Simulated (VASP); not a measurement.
Set up this calculation in VASP 6.6.1, as the native input.

```
Task                               : single point
Functional                         : HSE06
Potentials or basis                : VASP PAW PBE potentials, release 64 (Hf_pv, O)
Cutoff                             : 520 eV
k mesh                             : 6 × 6 × 6
Occupations                        : gaussian, width 0.01 eV
Spin                               : no spin polarisation
Dipole correction                  : no
Grid for exact exchange (PRECFOCK) : Normal
Further INCAR settings             : ALGO = Normal; EDIFF = 1e-06; NBANDS = 18
Share of exact exchange            : 0.25
Screening parameter                : 0.2079 1/Å
```

Crystal: HfO2.

```xyz
3
Lattice="0.0000 2.5292 2.5292 2.4639 0.0000 2.5292 2.4639 2.5292 0.0000" Properties=species:S:1:pos:R:3 pbc="T T T"
Hf    0.0000    0.0000    0.0000
O     1.2320    1.2646    1.2646
O     3.6959    3.7938    3.7938
```

This cell differs from its parent crystal: uniaxial x strain -2.6%.

These files were run (other wordings do the same):

POSCAR

```
HfO2
1.0
    0.0000000000      2.5291823194      2.5291823194
    2.4639294155      0.0000000000      2.5291823194
    2.4639294155      2.5291823194      0.0000000000
Hf O
1 2
Direct
    0.0000000000      0.0000000000      0.0000000000
    0.2500000000      0.2500000000      0.2500000000
    0.7500000000      0.7500000000      0.7500000000
```

INCAR.step1

```
PREC = Accurate
ENCUT = 520
EDIFF = 1E-5
ISMEAR = 0
SIGMA = 0.01
LREAL = F
LASPH = T
NELM = 120
ALGO = Normal
ISIF = 2
LWAVE = T
LCHARG = F
GGA = PE
NBANDS = 18
GGA_COMPAT = F
KPAR = 4
```

INCAR.step2

```
PREC = Accurate
ENCUT = 520
EDIFF = 1E-6
ISMEAR = 0
SIGMA = 0.01
LREAL = F
LASPH = T
NELM = 120
ALGO = Normal
ISIF = 2
LWAVE = F
LCHARG = F
GGA = PE
LHFCALC = T
HFSCREEN = 0.2079
PRECFOCK = Normal
ISTART = 1
NBANDS = 18
GGA_COMPAT = F
KPAR = 4
```

KPOINTS

```
regular mesh
0
Gamma
  6 6 6
```

Potentials or basis: VASP PAW PBE potentials, release 64 (Hf_pv, O).

Run with:

```bash
$ cat potpaw_PBE.64/Hf_pv/POTCAR potpaw_PBE.64/O/POTCAR > POTCAR
$ cp INCAR.step1 INCAR
$ mpirun -np 4 vasp_std > vasp.out
$ cp INCAR.step2 INCAR
$ mpirun -np 4 vasp_std > vasp.out
```

It gave:

```yaml
Pressure: 1.9 GPa
Band_gap_on_the_k_mesh: 5.20 eV (least direct gap 5.23 eV)
```

Caveat: the cell differs from its parent crystal (uniaxial x strain -2.6%); the PAW data sets were made with another functional, which shifts forces and pressure a little; spin-orbit coupling is left out, which moves the levels of the heavy elements.

It took 24 min on 4 MPI ranks on Intel(R) Xeon(R) Platinum 8259CL CPU @ 2.50GHz (Skylake/Cascade Lake) (shared host), peak memory 0.27 GiB a rank.
